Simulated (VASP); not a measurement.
Here is a VASP 6.6.1 calculation.

INCAR

```
ALGO = Normal
EDIFF = 1E-7
ENCUT = 520
GGA = PS
ISIF = 2
ISMEAR = 0
LASPH = T
LCHARG = F
LREAL = F
LWAVE = F
NBANDS = 16
NELM = 60
PREC = Accurate
SIGMA = 0.01
```

The input KPOINTS:

```
k-points
0
Gamma
  12 12 6
```

File POSCAR:

```
CdS
1.0
    4.2611695900      0.0000000000      0.0000000000
   -2.1305847900      3.6902811100      0.0000000000
    0.0000000000      0.0000000000      5.8041729400
Cd S
1 1
Direct
    0.0000000000      0.0000000000      0.4426919200
    0.6666666667      0.3333333333      0.4343080800
```

Potentials or basis: VASP PAW PBE potentials, release 64 (Cd, S).

Run with:

```console
$ cat potpaw_PBE.64/Cd/POTCAR potpaw_PBE.64/S/POTCAR > POTCAR
$ mpirun -np 1 vasp_std > vasp.out
```

**Question.** Predict the pressure.

**Answer.** -1.3 GPa.

**Question.** Predict the largest force.

**Answer.** 0.015 eV/Å.

**Question.** Estimate the band gap on the k mesh.

**Answer.** 1.42 eV, indirect (the least direct gap lies 4.2 meV higher).

Stress tensor (GPa, compression positive):
```
-1.94  0.00  0.00
 0.00 -1.94  0.00
 0.00  0.00 -0.01
```

Caveat: the PAW data sets were made with another functional, which shifts forces and pressure a little. A k mesh can miss the band edges.
